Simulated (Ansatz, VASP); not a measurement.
Two plane-wave programs on MoWSe4

The input INCAR:

```
SYSTEM = MoWSe4
ALGO     = Normal         ! electronic algorithm
EDIFF    = 1E-6           ! SCF threshold, eV
ENCUT    = 520            ! plane-wave cutoff, eV
ISIF     = 2              ! what is computed and relaxed
ISMEAR   = 0              ! smearing method
ISPIN    = 2              ! spin polarisation
LASPH    = .True.         ! aspherical terms in the spheres
LCHARG   = .False.        ! write CHGCAR
LDAU     = .True.         ! DFT+U
LDAUJ    = 0 0 0        
LDAUL    = 2 -1 2         ! shell
LDAUPRINT= 1            
LDAUTYPE = 2            
LDAUU    = 4 0 4          ! U, eV
LMAXMIX  = 4              ! l up to which the mixer works
LORBIT   = 11             ! projections on sites
LREAL    = .False.        ! projectors in reciprocal space
LWAVE    = .False.        ! write WAVECAR
MAGMOM   = 3 0 0 0 0 1    ! initial moments
NBANDS   = 39             ! bands
NELM     = 150            ! most SCF steps
PREC     = Accurate       ! precision mode
SIGMA    = 0.05           ! smearing width, eV
```

Contents of KPOINTS:

```
k-points
0
Gamma
  7 7 1
  0 0 0
```

The input POSCAR:

```
MoWSe4
1.0
    2.8744087900     -1.6598472100      0.0000000000
    2.8744087900      1.6598472100      0.0000000000
   -0.0051069000      0.0000000000     22.7667873300
Mo Se W
1 4 1
Direct
    0.3326744100      0.3326744100      0.4512646900
    0.6660492200      0.6660492200      0.5238521500
    0.3340235000      0.3340235000      0.0776229500
    0.3340930400      0.3340930400      0.2236593100
    0.6659352700      0.6659352700      0.3785826000
    0.6674658200      0.6674658200      0.1506223000
```

Input for Ansatz:

```yaml
crystal:
  lattice:
    - [2.87440879, -1.65984721, 0.0]
    - [2.87440879, 1.65984721, 0.0]
    - [-0.0051069, 0.0, 22.76678733]
  atoms:
    - { symbol: Mo, position: [0.33267441, 0.33267441, 0.45126469], spin: 3.0 }
    - { symbol: Se, position: [0.66604922, 0.66604922, 0.52385215] }
    - { symbol: Se, position: [0.3340235, 0.3340235, 0.07762295] }
    - { symbol: Se, position: [0.33409304, 0.33409304, 0.22365931] }
    - { symbol: Se, position: [0.66593527, 0.66593527, 0.3785826] }
    - { symbol: W, position: [0.66746582, 0.66746582, 0.1506223], spin: 1.0 }
basis:
  ecutwfc: 420
  ecutrho_ratio: 4
kpoints:
  mp_grid: { grid: [7, 7, 1] }
hamiltonian:
  xc: lda
  hubbard:
    sites: [{ site: 0, l: d, u_eff: 4.0 }, { site: 5, l: d, u_eff: 4.0 }]
scf:
  occupations: { method: gaussian, width: 0.05 }
  lower_state_search: "off"
  max_iter: 150
output:
  forces: true
  stress: true
  eigenvalues: true
  populations: true
  hubbard: { sites: [{ site: 0, l: d }, { site: 5, l: d }] }
magnetization:
  spin_polarized: true
```

Alike in both runs: task single point; functional LDA; k mesh 7 × 7 × 1; occupations gaussian, width 0.05 eV; collinear spin; Hubbard terms Mo d U = 4.0 eV, W d U = 4.0 eV.

|  | VASP | Ansatz |
| --- | --- | --- |
| version | VASP 6.6.1 | Ansatz 0.2.0 |
| potentials or method | VASP PAW LDA potentials, release 64 (Mo_sv, Se, W_sv), cutoff 520 eV | scalar-relativistic, plane waves, PAW |
| valence electrons in the cell | 52 | 92 |

|  | VASP | Ansatz | Ansatz less VASP |
| --- | --- | --- | --- |
| gap on the k mesh at the Fermi level (eV) | 1.40 | 1.40 | +0.005 |
| least direct gap on the mesh (eV) | 1.63 | 1.54 | -0.086 |
| rms of the force components (eV/Å) | 0.030 | 0.183 | +0.1538 |
| net moment per atom (μB) | 0.00 | 0.00 | 0.000 |

LDA's correlation is that of Perdew and Zunger in VASP and of Perdew and Wang (1992) in Ansatz. The programs project onto different local orbitals, so the same U acts differently, and such runs can settle in different states. Atom by atom the forces differ by 0.183 eV/Å (rms over components). VASP's potentials hold 52 valence electrons a cell and Ansatz's 92, so a difference there can come from the potentials and not from the codes. Ansatz's warnings: seeded moment not kept.

Neither program's run includes spin-orbit coupling.
